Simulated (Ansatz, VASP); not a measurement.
# MgS in VASP and in Ansatz

```
Mg S
1.0
     3.27576    0.00000    0.00000
     0.00000    3.27576    0.00000
     0.00000    0.00000    3.27576
Mg S
1 1
Direct
  0.50000 0.50000 0.50000
  0.00000 0.00000 0.00000
```

Change from the starting cell: species swapped into the TaRu type (Pm-3m, No. 221).

Alike in both runs: functional PBE; k mesh 16 × 16 × 16; occupations gaussian, width 0.1 eV; no spin polarisation.

Ansatz relaxed the structure, and its values are those at the end. VASP's run is a single point on that final structure, the one shown.

|  | VASP | Ansatz |
| --- | --- | --- |
| version | VASP 6.6.1 | Ansatz 0.2.0 |
| potentials or method | VASP PAW PBE potentials, release 64 (Mg, S), cutoff 520 eV | scalar-relativistic, plane waves, PAW |
| valence electrons in the cell | 8 | 16 |

VASP gave:

```
gap on the k mesh at the Fermi level (eV) : none
pressure (GPa)                            : -0.3
```

Q: Estimate Ansatz's values.

A: gap on the k mesh at the Fermi level (eV): none; pressure (GPa): 0.0.

A gap of «none» marks a metal or a gap that the smearing closes. VASP's potentials hold 8 valence electrons a cell and Ansatz's 16, so a difference there can come from the potentials and not from the codes.
